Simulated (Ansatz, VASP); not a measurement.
## One calculation of KF, two programs

```xyz
2
Lattice="3.3893 0.0000 0.0000 0.0000 3.3893 0.0000 0.0000 0.0000 3.1286" Properties=species:S:1:pos:R:3 pbc="T T T"
K     0.0000    0.0000    0.0000
F     1.6947    1.6947    1.5643
```

Change from the starting cell: strain +0.040 along x and y, -0.040 along z, atoms carried along.

Alike in both runs: task single point; functional PBEsol; k mesh 8 × 8 × 8; occupations gaussian, width 0.05 eV; no spin polarisation.

|  | VASP | Ansatz |
| --- | --- | --- |
| version | VASP 6.6.1 | Ansatz 0.2.0 |
| potentials or method | VASP PAW PBE potentials, release 64 (K_sv, F), cutoff 520 eV | scalar-relativistic, plane waves, PAW |
| valence electrons in the cell | 16 | 16 |

VASP gave:

* gap on the k mesh at the Fermi level (eV): 5.63
* least direct gap on the mesh (eV): 5.67
* pressure (GPa): -3.3
* traceless stress, the component that is largest in VASP (GPa): 4.32

Problem. What did Ansatz give for the same quantities?

Solution. gap on the k mesh at the Fermi level (eV): 5.65; least direct gap on the mesh (eV): 5.69; pressure (GPa): -3.3; traceless stress, the component that is largest in VASP (GPa): 4.32.

VASP's potentials were made for PBE, not for PBEsol.
